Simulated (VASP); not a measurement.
Runs of VASP 6.6.1 on TaRu. The structure is that of space group P4/mmm (No. 123), or close to it. The cells are those of the table. 

```csv
task,potentials or basis,cell,k mesh,cutoff (eV),smearing,second run,gap on the mesh (eV),pressure (GPa)
single point,"VASP PAW LDA potentials, release 64 (Ta_sv_GW, Ru_sv)","a = 3.006, b = 3.006, c = 3.362 Å, 2 atoms",14 × 14 × 12,600,fermi-dirac 0.15 eV,valence_matched,none,0.5
single point,"VASP PAW LDA potentials, release 64 (Ta_pv, Ru_pv)","a = 3.002, b = 3.002, c = 3.367 Å, 2 atoms",14 × 14 × 12,520,gaussian 0.1 eV,-,none,1.0
single point,"VASP PAW LDA potentials, release 64 (Ta_sv_GW, Ru_sv)","a = 3.002, b = 3.002, c = 3.367 Å, 2 atoms",14 × 14 × 12,600,gaussian 0.1 eV,valence_matched,none,0.5
single point,"VASP PAW LDA potentials, release 64 (Ta_sv_GW, Ru_sv)","a = 3.026, b = 3.026, c = 3.385 Å, 2 atoms",14 × 14 × 12,600,fermi-dirac 0.15 eV,valence_matched,none,(b)
single point,"VASP PAW LDA potentials, release 64 (Ta_sv_GW, Ru_sv)","a = 2.986, b = 2.986, c = 3.338 Å, 2 atoms",14 × 14 × 12,600,fermi-dirac 0.15 eV,valence_matched,none,6.6
single point,"VASP PAW LDA potentials, release 64 (Ta_pv, Ru_pv)","a = 3.026, b = 3.026, c = 3.385 Å, 2 atoms",14 × 14 × 12,520,fermi-dirac 0.15 eV,-,none,(a)
single point,"VASP PAW LDA potentials, release 64 (Ta_pv, Ru_pv)","a = 3.006, b = 3.006, c = 3.362 Å, 2 atoms",14 × 14 × 12,520,fermi-dirac 0.15 eV,-,none,1.0
single point,"VASP PAW LDA potentials, release 64 (Ta_pv, Ru_pv)","a = 3.053, b = 3.053, c = 3.389 Å, 2 atoms",6 × 6 × 6,520,gaussian 0.1 eV,-,none,-10.0
single point,"VASP PAW LDA potentials, release 64 (Ta_pv, Ru_pv)","a = 2.986, b = 2.986, c = 3.338 Å, 2 atoms",14 × 14 × 12,520,fermi-dirac 0.15 eV,-,none,7.2
```

Alike in all rows: level LDA; no spin polarisation.

Q: Fill in the values left out.

A: (a) -4.5; (b) -4.9.

Caveats: spin-orbit coupling is left out, which moves the levels of the heavy elements.

A k mesh can miss the band edges, and the runs leave out spin-orbit coupling on Ru, Ta.

A gap of «none» marks levels without a gap at the run's occupations.

The runs don't all hold the same shells in valence.
